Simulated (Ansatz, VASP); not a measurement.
**One calculation of Ge, two programs**

```xyz
1
Lattice="1.4181 -2.6395 0.0000 1.4181 2.6395 0.0000 0.0000 0.0000 2.6578" Properties=species:S:1:pos:R:3 pbc="T T T"
Ge    1.4181    0.0000    0.0000
```

Change from the starting cell: strain +0.015 along x and y, -0.015 along z, atoms carried along.

Alike in both runs: task single point; functional r2SCAN; k mesh 20 × 20 × 18; occupations gaussian, width 0.15 eV; no spin polarisation.

|  | VASP | Ansatz |
| --- | --- | --- |
| version | VASP 6.6.1 | Ansatz 0.2.0 |
| potentials or method | VASP PAW PBE potentials, release 64 (Ge_d), cutoff 520 eV | scalar-relativistic, plane waves, PAW |
| valence electrons in the cell | 14 | 14 |

```csv
,VASP,Ansatz,Ansatz less VASP
gap on the k mesh at the Fermi level (eV),none,none,-
pressure (GPa),-4.0,-3.9,+0.12
"traceless stress, the component that is largest in VASP (GPa)",3.00,2.98,-0.023
```

VASP's potentials were made for PBE, not for r2SCAN. A gap of «none» marks a metal or a gap that the smearing closes.
